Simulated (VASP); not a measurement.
## Ba: single point with PBE

The system is Ba.

```xyz
4
Lattice="2.5299 -8.0255 0.0000 2.5299 8.0255 0.0000 0.0000 0.0000 6.6956" Properties=species:S:1:pos:R:3 pbc="T T T"
Ba    2.5299    6.4525    6.0930
Ba    2.5299   -1.5730    3.9504
Ba    2.5299   -6.4525    0.6026
Ba    2.5299    1.5730    2.7452
```

```
Program                : VASP 6.6.1
Task                   : single point
Functional             : PBE
Potentials or basis    : VASP PAW PBE potentials, release 64 (Ba_sv)
Cutoff                 : 520 eV
k mesh                 : 4 × 4 × 4
Occupations            : gaussian, width 0.1 eV
Spin                   : no spin polarisation
Dipole correction      : no
Further INCAR settings : ALGO = Fast; EDIFF = 1e-06; NBANDS = 28
```

| Item | Value |
| --- | --- |
| Pressure | 0.3 GPa |
| Largest force | 1.452 eV/Å |
| Band gap on the k mesh | zero (bands 20 and 21 overlap by 0.19 eV) |

Forces in eV/Å, atoms in the order of the input:
```
Ba   0.000 -0.782  1.223
Ba   0.000 -0.782 -1.223
Ba   0.000  0.782 -1.223
Ba   0.000  0.782  1.223
```

Stress tensor (GPa, compression positive):
```
0.69 0.00 0.00
0.00 0.17 0.00
0.00 0.00 0.12
```

Levels at points of the mesh, in eV from the Fermi level:
| k point | band 17 | band 18 | band 19 | band 20 | band 21 | band 22 | band 23 | band 24 |
| --- | --- | --- | --- | --- | --- | --- | --- | --- |
| (0.00, 0.00, 0.00) | -2.01 | -0.69 | -0.58 | 0.00 | 0.18 | 0.32 | 0.71 | 0.76 |
| (0.50, 0.00, 0.00) | -0.46 | -0.46 | -0.16 | -0.16 | 0.26 | 0.26 | 1.53 | 1.54 |
| (0.50, 0.50, 0.00) | -1.47 | -1.02 | -0.69 | -0.13 | -0.13 | 0.24 | 0.36 | 0.80 |
| (0.00, 0.00, 0.50) | -0.91 | -0.91 | -0.01 | -0.01 | 0.36 | 0.36 | 0.78 | 0.78 |
| (0.50, 0.00, 0.50) | -0.62 | -0.62 | -0.08 | -0.08 | 0.66 | 0.66 | 0.68 | 0.68 |
| (0.50, 0.50, 0.50) | -0.56 | -0.56 | -0.29 | -0.29 | 0.07 | 0.07 | 0.92 | 0.92 |

It took 8 min on 1 thread of Oxide Virtual Turin-like Processor, on a shared host, peak memory 0.45 GiB.

Caveat: spin-orbit coupling is left out, which moves the levels of the heavy elements; forces of over 1 eV/Å act on the atoms, so gaps and moduli don't describe the material at rest.
